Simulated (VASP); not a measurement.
# TiSi2 in VASP: further runs, part 2 of 2

VASP 6.6.1. The steps go on from the part before.

## Step 3: Single point, PBEsol (strain along c alone, the other axes held: -2.0 %, then relaxed in part)

Input file INCAR:

```
SYSTEM = TiSi2
PREC = Accurate
ENCUT = 520
EDIFF = 1E-6
ISMEAR = 0
SIGMA = 0.1
LREAL = .False.
LASPH = .True.
NELM = 100
ALGO = Normal
ISIF = 2
LWAVE = .False.
LCHARG = .False.
GGA = PS
NBANDS = 29
```

Input file KPOINTS:

```
Automatic mesh
0
Gamma
  10 10 10
  0 0 0
```

Input file POSCAR:

```
TiSi2
1.0
   -0.0355702681      4.0299409261      4.2480470637
    2.3688307497     -0.0207008559      4.2480470637
    2.3332604816      4.0092400703      0.0000000000
Ti Si
2 4
Direct
    0.7491845018      0.7491845018      0.7508154982
    0.5008154982      0.5008154982      0.4991845018
    0.0865668504      0.4135307352      0.0858160146
    0.4135307352      0.0865668504      0.4140863997
    0.1634331496      0.8364692648      0.1641839854
    0.8364692648      0.1634331496      0.8359136003
```

Potentials or basis: VASP PAW PBE potentials, release 64 (Ti_sv, Si).

The run is started by

```console
$ cat potpaw_PBE.64/Ti_sv/POTCAR potpaw_PBE.64/Si/POTCAR > POTCAR
$ mpirun -np 1 vasp_std > vasp.out
```

OUTCAR:

```text
SYSTEM = TiSi2
   PREC = Accurate
   ENCUT = 520
   EDIFF = 1E-6
   ISMEAR = 0
   LREAL = .False.
   LASPH = .True.
   NELM = 100
   ISIF = 2
   GGA = PS

 ion  position               nearest neighbor table
   1  0.749  0.749  0.751-   5 2.53   6 2.53   5 2.53   6 2.53   4 2.69   3 2.69   3 2.71   4 2.71
                             3 2.73   4 2.73
   2  0.501  0.501  0.499-   3 2.53   4 2.53   3 2.53   4 2.53   6 2.69   5 2.69   5 2.71   6 2.71
                             5 2.73   6 2.73
   3  0.087  0.414  0.086-   5 2.51   5 2.52   2 2.53   2 2.53   4 2.64   1 2.69   1 2.71   4 2.72
                             1 2.73   4 2.77   6 3.15   6 3.15
   4  0.414  0.087  0.414-   6 2.51   6 2.52   2 2.53   2 2.53   3 2.64   1 2.69   1 2.71   3 2.72
                             1 2.73   3 2.77   5 3.15   5 3.15
   5  0.163  0.836  0.164-   3 2.51   3 2.52   1 2.53   1 2.53   6 2.64   2 2.69   2 2.71   6 2.72
                             2 2.73   6 2.77   4 3.15   4 3.15
   6  0.836  0.163  0.836-   4 2.51   4 2.52   1 2.53   1 2.53   5 2.64   2 2.69   2 2.71   5 2.72
                             2 2.73   5 2.77   3 3.15   3 3.15

  LATTYP: Found a base centered monoclinic cell.
 ALAT       =     4.7378423976
 B/A-ratio  =     1.7932411875
 C/A-ratio  =     0.9790873870
 COS(beta)  =    -0.4954202690
[... 191 lines left out ...]

 E-fermi :  10.5303     XC(G=0): -11.9762

 val. band max:       10.5280261543   @ k =  -0.1000   0.2000   0.4000
 cond. band min:      10.5303246167   @ k =  -0.2000   0.1000   0.2000
 fundamental gap:      0.0022984624
 Fermi energy:        10.5302601471

 k-point     1 :       0.0000    0.0000    0.0000
  band No.  band energies     occupation
      1     -45.3822      2.00000
      2     -45.3475      2.00000
      3     -21.9047      2.00000
      4     -21.8654      2.00000
      5     -21.7911      2.00000
      6     -21.7766      2.00000
[... 757 lines left out ...]
     28      14.6957      0.00000
     29      14.7958      0.00000

 [... further k-points ...]
[... 5 lines left out ...]
  --------------------------------------------------------------------------------------
  -------------------------------------------------------------------------------------
  Total        1.2994476      2.8966673      0.5288598      1.1410618     -0.0000000     -0.0000000
  in kB       25.6714751     57.2256409     10.4479877     22.5424547     -0.0000000     -0.0000000
  external PRESSURE =      31.1150346 kB  Pullay stress =       0.0000000 kB

 VOLUME and BASIS-vectors are now :
 -----------------------------------------------------------------------------
  energy-cutoff  :      520.00
  volume of cell :       81.10
      direct lattice vectors                 reciprocal lattice vectors
    -0.035570268  4.029940926  4.248047064    -0.210006557  0.122217675  0.117701144
     2.368830750 -0.020700856  4.248047064     0.210006557 -0.122217675  0.117701144
     2.333260482  4.009240070  0.000000000     0.212175205  0.125944062 -0.117701144

 POSITION                                       TOTAL-FORCE (eV/Angst)
 -----------------------------------------------------------------------------------
      3.49989      6.01386      6.36514        -0.000000      0.000000     -0.000050
      2.33326      4.00924      4.25498        -0.000000     -0.000000      0.000050
      1.17674      0.68436      2.12444        -0.004579      0.000360     -0.007709
      1.15652      3.32488      2.12444         0.004579     -0.000360     -0.007709
      2.35872      1.29956      4.24763         0.004579     -0.000360      0.007709
      2.30780      6.71892      4.24763        -0.004579      0.000360      0.007709
 -----------------------------------------------------------------------------------
    total drift:                                0.000000      0.000000      0.000000

  FREE ENERGIE OF THE ION-ELECTRON SYSTEM (eV)
  ---------------------------------------------------
  free  energy   TOTEN  =       -43.6503048803 eV

  energy  without entropy=      -43.6392294676  energy(sigma->0) =      -43.64476717
```

stdout:

```text
POSCAR found type information on POSCAR TiSi
 POSCAR found :  2 types and       6 ions
 scaLAPACK will be used
 -----------------------------------------------------------------------------
|                                                                             |
|                                                                             |
|     You enforced a specific xc type in the INCAR file but a different       |
|     I HOPE YOU KNOW WHAT YOU ARE DOING!                                     |
|                                                                             |
 -----------------------------------------------------------------------------

 LDA part: xc-table for (Slater+PW92), standard interpolation
 POSCAR, INCAR and KPOINTS ok, starting setup
 FFT: planning ... GRIDC
 FFT: planning ... GRID_SOFT
 FFT: planning ... GRID
 WAVECAR not read
 entering main loop
```

Run time: 8.1 min. Hardware: 1 thread of AMD EPYC 9R45 (Zen 5), shared host; peak memory 0.59 GiB.

Results:

- Free energy: -43.6503 eV
- Pressure: 3.1 GPa
- Largest force: 0.009 eV/Å
- Band gap on the k mesh: zero (band 20 reaches 11.25 eV, above the bottom of band 21 at 9.31 eV)

Forces in eV/Å, atoms in the order of the input:
```
Ti   0.000  0.000  0.000
Ti   0.000  0.000  0.000
Si  -0.005  0.000 -0.008
Si   0.005  0.000 -0.008
Si   0.005  0.000  0.008
Si  -0.005  0.000  0.008
```

Levels at points of the mesh, in eV from the Fermi level:
```tsv
k point	band 16	band 17	band 18	band 19	band 20	band 21	band 22	band 23	band 24	band 25
(0.00, 0.00, 0.00)	-2.65	-2.38	-2.01	-1.77	-1.33	-0.94	2.10	3.22	3.44	3.59
(0.50, 0.00, 0.00)	-2.45	-2.03	-1.16	-0.06	0.11	1.05	1.40	1.76	2.29	2.74
(0.50, 0.50, 0.00)	-3.04	-1.60	-1.45	-1.07	-1.01	0.69	0.69	3.33	3.44	3.54
(0.00, 0.00, 0.50)	-2.55	-2.03	-1.02	-0.06	0.15	1.11	1.39	1.73	2.39	2.74
(0.50, 0.00, 0.50)	-2.49	-2.41	-2.41	-0.84	-0.84	1.36	1.36	3.41	3.41	3.56
(0.00, 0.50, 0.50)	-1.32	-1.22	-1.22	-0.58	-0.58	0.84	0.84	2.40	2.40	3.32
```

Caveat: the cell differs from its parent crystal (strain along c alone, the other axes held: -2.0 %, then relaxed in part); the PAW data sets were made with another functional, which shifts forces and pressure a little.

## Step 4: Single point, PBEsol (strain along c alone, the other axes held: +1.0 %, then relaxed in part)

Input file INCAR:

```
SYSTEM = TiSi2
PREC     = Accurate       ! precision mode
ENCUT    = 520            ! plane-wave cutoff, eV
EDIFF    = 1E-6           ! SCF threshold, eV
ISMEAR   = 0              ! smearing method
SIGMA    = 0.1            ! smearing width, eV
LREAL    = .False.        ! projectors in reciprocal space
LASPH    = .True.         ! aspherical terms in the spheres
NELM     = 100            ! most SCF steps
ALGO     = Normal         ! electronic algorithm
ISIF     = 2              ! what is computed and relaxed
LWAVE    = .False.        ! write WAVECAR
LCHARG   = .False.        ! write CHGCAR
GGA      = PS             ! functional
NBANDS   = 29             ! bands
```

Input file KPOINTS:

```
regular mesh
0
Gamma
  10 10 10
  0 0 0
```

Input file POSCAR:

```
TiSi2
1.0
    0.0177851340      4.1216214812      4.2480470637
    2.3869016888      0.0103504279      4.2480470637
    2.4046868229      4.1319719092      0.0000000000
Ti Si
2 4
Direct
    0.7504673211      0.7504673211      0.7495326789
    0.4995326789      0.4995326789      0.5004673211
    0.0859298467      0.4139644853      0.0864002809
    0.4139644853      0.0859298467      0.4137053872
    0.1640701533      0.8360355147      0.1635997191
    0.8360355147      0.1640701533      0.8362946128
```

Potentials or basis: VASP PAW PBE potentials, release 64 (Ti_sv, Si).

The run is started by

```console
$ cat potpaw_PBE.64/Ti_sv/POTCAR potpaw_PBE.64/Si/POTCAR > POTCAR
$ mpirun -np 1 vasp_std > vasp.out
```

OUTCAR:

```text
SYSTEM = TiSi2
   PREC = Accurate
   ENCUT = 520
   EDIFF = 1E-6
   ISMEAR = 0
   LREAL = .False.
   LASPH = .True.
   NELM = 100
   ISIF = 2
   GGA = PS

 ion  position               nearest neighbor table
   1  0.750  0.750  0.750-   6 2.54   5 2.54   6 2.54   5 2.54   4 2.73   3 2.73   3 2.75   4 2.75
                             4 2.77   3 2.77
   2  0.500  0.500  0.500-   4 2.54   3 2.54   4 2.54   3 2.54   6 2.73   5 2.73   5 2.75   6 2.75
                             6 2.77   5 2.77
   3  0.086  0.414  0.086-   5 2.52   5 2.52   2 2.54   2 2.54   4 2.70   1 2.73   1 2.75   4 2.77
                             1 2.77   4 2.79
   4  0.414  0.086  0.414-   6 2.52   6 2.52   2 2.54   2 2.54   3 2.70   1 2.73   1 2.75   3 2.77
                             1 2.77   3 2.79
   5  0.164  0.836  0.164-   3 2.52   3 2.52   1 2.54   1 2.54   6 2.70   2 2.73   2 2.75   6 2.77
                             2 2.77   6 2.79
   6  0.836  0.164  0.836-   4 2.52   4 2.52   1 2.54   1 2.54   5 2.70   2 2.73   2 2.75   5 2.77
                             2 2.77   5 2.79

  LATTYP: Found a base centered monoclinic cell.
 ALAT       =     4.7738482605
 B/A-ratio  =     1.7797159993
 C/A-ratio  =     0.9939622736
 COS(beta)  =    -0.4955224737

  Lattice vectors:

 A1 = (   2.3869016888,   0.0103504279,   4.2480470637)
 A2 = (   2.3869016889,   0.0103504280,  -4.2480470637)
 A3 = (  -2.3691165548,   4.1112710533,   0.0000000000)

Analysis of symmetry for initial positions (statically):
=====================================================================
 Subroutine PRICEL returns:
 Original cell was already a primitive cell.

 Routine SETGRP: Setting up the symmetry group for a
 base centered monoclinic supercell.

 Subroutine GETGRP returns: Found  4 space group operations
 (whereof  2 operations were pure point group operations)
 out of a pool of  4 trial point group operations.

The static configuration has the point symmetry C_2 .
 The point group associated with its full space group is C_2h.

Analysis of symmetry for dynamics (positions and initial velocities):
=====================================================================
 Subroutine PRICEL returns:
 Original cell was already a primitive cell.

 Routine SETGRP: Setting up the symmetry group for a
 base centered monoclinic supercell.

 Subroutine GETGRP returns: Found  4 space group operations
 (whereof  2 operations were pure point group operations)
 out of a pool of  4 trial point group operations.

The dynamic configuration has the point symmetry C_2 .
 The point group associated with its full space group is C_2h.

 Subroutine INISYM returns: Found  4 space group operations
 (whereof  2 operations are pure point group operations),
 and found     1 'primitive' translations

----------------------------------------------------------------------------------------

                                     Primitive cell

  volume of cell :      83.5822

  direct lattice vectors                    reciprocal lattice vectors
     0.017785134  4.121621481  4.248047064    -0.210006557  0.122217675  0.117701144
     2.386901689  0.010350428  4.248047064     0.210006557 -0.122217675  0.117701144
     2.404686823  4.131971909  0.000000000     0.208954440  0.120409824 -0.117701144

[... 49 lines left out ...]
  0.100000 -0.000000 -0.000000      4.000000
  0.200000 -0.000000 -0.000000      4.000000
  0.300000  0.000000  0.000000      4.000000
  0.400000 -0.000000  0.000000      4.000000
  0.500000 -0.000000 -0.000000      2.000000
[... 16 lines left out ...]
  0.300000  0.300000  0.000000      2.000000
  0.400000  0.300000  0.000000      4.000000
 [... further k-points ...]
   k-points           NKPTS =    282   k-points in BZ     NKDIM =    282   number of bands    NBANDS=     29
   number of dos      NEDOS =    301   number of ions     NIONS =      6
   total plane-waves  NPLWV =  62208
   dimension x,y,z NGX =    48 NGY =   36 NGZ =   36
   dimension x,y,z NGXF=    96 NGYF=   72 NGZF=   72
   ions per type =               2   4
   NGX,Y,Z   is equivalent  to a cutoff of  13.48, 12.28, 12.52 a.u.
   NGXF,Y,Z  is equivalent  to a cutoff of  26.96, 24.56, 25.04 a.u.
 SYSTEM =  TiSi2
   PREC   = accura    normal or accurate (medium, high low for compatibility)
   ISTART =      0    job   : 0-new  1-cont  2-samecut
   ICHARG =      2    charge: 1-file 2-atom 10-const
   ISPIN  =      1    spin polarized calculation?
   LNONCOLLINEAR =      F non collinear calculations
   LSORBIT =      F    spin-orbit coupling
   LASPH  =      T    aspherical Exc in radial PAW
   ENCUT  =  520.0 eV  38.22 Ry    6.18 a.u.  11.01  9.06  8.89*2*pi/ulx,y,z
   NELM   =    100;   NELMIN=  2; NELMDL= -5     # of ELM steps
   EDIFF  = 0.1E-05   stopping-criterion for ELM
   LREAL  =      F    real-space projection
   EDIFFG = 0.1E-04   stopping-criterion for IOM
   NSW    =      0    number of steps for IOM
   IBRION =     -1    ionic relax: 0-MD 1-quasi-New 2-CG
   NFREE  =      0    steps in history (QN), initial steepest desc. (CG)
   ISIF   =      2    stress and relaxation
   ISYM   =      2    0-nonsym 1-usesym 2-fastsym
   POTIM  = 0.5000    time-step for ionic-motion
   TEBEG  =    0.0;   TEEND  =   0.0 temperature during run
   PSTRESS=    0.0 pullay stress
   NELECT =      40.0000    total number of electrons
   NUPDOWN=      -1.0000    fix difference up-down
   EMIN   =  10.00;   EMAX   =-10.00  energy-range for DOS
   EFERMI =   0.00;   METHOD = LEGACY
   ISMEAR =     0;   SIGMA  =   0.10  broadening in eV -4-tet -1-fermi 0-gaus
   EFERMI_NEDOS =   21; number of points for ismear=-14 and -15
   IALGO  =     38    algorithm
   IMIX   =      4    mixing-type and parameters
     AMIX     =   0.40;   BMIX     =  1.00
     AMIX_MAG =   1.60;   BMIX_MAG =  1.00
  volume/ion in A,a.u.               =      13.93        94.01
  Fermi-wavevector in a.u.,A,eV,Ry     =   1.280531  2.419853 22.310297  1.639761
  Thomas-Fermi vector in A             =   2.412954
   LORBIT       =      0    0 simple, 1 ext, 2 COOP (PROOUT), +10 PAW based schemes
   GGA     = PS    functional components
   LHFCALC =     F    Hartree Fock is set to
   AEXX    =    0.0000 exact exchange contribution
   IVDW    =     0    specifies the selected vdW correction
   LEPSILON=     F    determine dielectric tensor
   LRPA    =     F    only Hartree local field effects (RPA)
 non-spin polarized calculation
 Gauss-broadening in eV      SIGMA  =   0.10
  energy-cutoff  :      520.00
  volume of cell :       83.58
 maximum number of plane-waves:      2272
 NGX is ok and might be reduce to    48
   NGX = 21   NGY = 19   NGZ = 17

 number of electron      40.0000002 magnetization

 Free energy of the ion-electron system (eV)
  ---------------------------------------------------
  ext. energy  EPLUGINS =         0.00000000
  ---------------------------------------------------
  free energy    TOTEN  =       -43.67854357 eV

  energy without entropy =      -43.66792695  energy(sigma->0) =      -43.67323526

 E-fermi :  10.1368     XC(G=0): -11.8385

 val. band max:       10.1333814988   @ k =   0.1000   0.2000   0.5000
 cond. band min:      10.1385274204   @ k =  -0.3000   0.2000   0.1000
 fundamental gap:      0.0051459215
 Fermi energy:        10.1368349321

 k-point     1 :       0.0000    0.0000    0.0000
  band No.  band energies     occupation
      1     -45.8559      2.00000
      2     -45.8260      2.00000
      3     -22.3456      2.00000
      4     -22.3365      2.00000
      5     -22.2539      2.00000
      6     -22.2400      2.00000
[... 757 lines left out ...]
     28      14.2172      0.00000
     29      14.3289      0.00000

 [... further k-points ...]

------------------------ aborting loop because EDIFF is reached ----------------------------------------

  FORCE on cell =-STRESS in cart. coord.  units (eV):
  Direction    XX          YY          ZZ          XY          YZ          ZX
  --------------------------------------------------------------------------------------
  -------------------------------------------------------------------------------------
  Total       -0.4637844     -1.2476459     -0.0795753     -0.5441903      0.0000000      0.0000000
  in kB       -8.8902273    -23.9159760     -1.5253698    -10.4315190      0.0000000      0.0000000
  external PRESSURE =     -11.4438577 kB  Pullay stress =       0.0000000 kB

 VOLUME and BASIS-vectors are now :
 -----------------------------------------------------------------------------
  energy-cutoff  :      520.00
  volume of cell :       83.58
      direct lattice vectors                 reciprocal lattice vectors
     0.017785134  4.121621481  4.248047064    -0.210006557  0.122217675  0.117701144
     2.386901689  0.010350428  4.248047064     0.210006557 -0.122217675  0.117701144
     2.404686823  4.131971909  0.000000000     0.208954440  0.120409824 -0.117701144

 POSITION                                       TOTAL-FORCE (eV/Angst)
 -----------------------------------------------------------------------------------
      3.60703      6.19796      6.37604         0.000000      0.000000     -0.004626
      2.40469      4.13197      4.24408        -0.000000     -0.000000      0.004626
      1.19739      0.71546      2.12357         0.002309     -0.000749      0.005504
      1.20730      3.41651      2.12357        -0.002309      0.000749      0.005504
      2.39186      1.36088      4.24850        -0.002309      0.000749     -0.005504
      2.41751      6.90307      4.24850         0.002309     -0.000749     -0.005504
 -----------------------------------------------------------------------------------
    total drift:                               -0.000000     -0.000000      0.000000

  FREE ENERGIE OF THE ION-ELECTRON SYSTEM (eV)
  ---------------------------------------------------
  free  energy   TOTEN  =       -43.6785435726 eV

  energy  without entropy=      -43.6679269461  energy(sigma->0) =      -43.67323526
```

Run time: 8.5 min. Hardware: 1 thread of AMD EPYC 9R45 (Zen 5), shared host; peak memory 0.61 GiB.

What came out:

```
Free energy            : -43.6785 eV
Pressure               : -1.1 GPa
Largest force          : 0.006 eV/Å
Band gap on the k mesh : zero (band 20 reaches 10.83 eV, above the bottom of band 21 at 8.98 eV)
```

Forces in eV/Å, atoms in the order of the input:
```
Ti   0.000  0.000 -0.005
Ti   0.000  0.000  0.005
Si   0.002 -0.001  0.006
Si  -0.002  0.001  0.006
Si  -0.002  0.001 -0.006
Si   0.002 -0.001 -0.006
```

Stress tensor (GPa, compression positive):
```
-0.89 -1.04  0.00
-1.04 -2.39  0.00
 0.00  0.00 -0.15
```

Levels at points of the mesh, in eV from the Fermi level:
```tsv
k point	band 16	band 17	band 18	band 19	band 20	band 21	band 22	band 23	band 24	band 25
(0.00, 0.00, 0.00)	-2.49	-2.25	-2.03	-1.75	-1.40	-0.94	2.08	3.17	3.39	3.44
(0.50, 0.00, 0.00)	-2.49	-1.93	-1.04	-0.02	0.16	1.03	1.40	1.73	2.30	2.69
(0.50, 0.50, 0.00)	-2.95	-1.61	-1.54	-1.00	-0.97	0.80	0.80	3.21	3.28	3.44
(0.00, 0.00, 0.50)	-2.44	-1.93	-1.10	-0.02	0.15	0.99	1.41	1.74	2.25	2.65
(0.50, 0.00, 0.50)	-2.37	-2.32	-2.32	-0.88	-0.88	1.27	1.27	3.34	3.34	3.43
(0.00, 0.50, 0.50)	-1.23	-1.15	-1.15	-0.66	-0.66	0.89	0.89	2.32	2.32	3.12
```

Caveat: the cell differs from its parent crystal (strain along c alone, the other axes held: +1.0 %, then relaxed in part); the PAW data sets were made with another functional, which shifts forces and pressure a little.

## Step 5: The runs side by side

```tsv
cell	k mesh	gap on the mesh (eV)	pressure (GPa)	largest force (eV/Å)
a = 5.926, b = 4.884, c = 4.760 Å, angles 75.8, 53.0, 51.1°, 6 atoms	6 × 6 × 6	none	-1.6	0.14
a = 5.856, b = 4.864, c = 4.639 Å, angles 76.0, 53.7, 51.1°, 6 atoms	10 × 10 × 10	none	3.1	0.01
a = 5.919, b = 4.873, c = 4.781 Å, angles 75.6, 52.9, 51.0°, 6 atoms	10 × 10 × 10	none	-1.1	0.01
```

Alike in all rows: task single point; level PBEsol; potentials or basis VASP PAW PBE potentials, release 64 (Ti_sv, Si); no spin polarisation; cutoff (eV) 520; smearing gaussian 0.1 eV.

Caveats: the PAW data sets were made with another functional, which shifts forces and pressure a little.

Absolute energies hang on the potentials; compare differences alone.
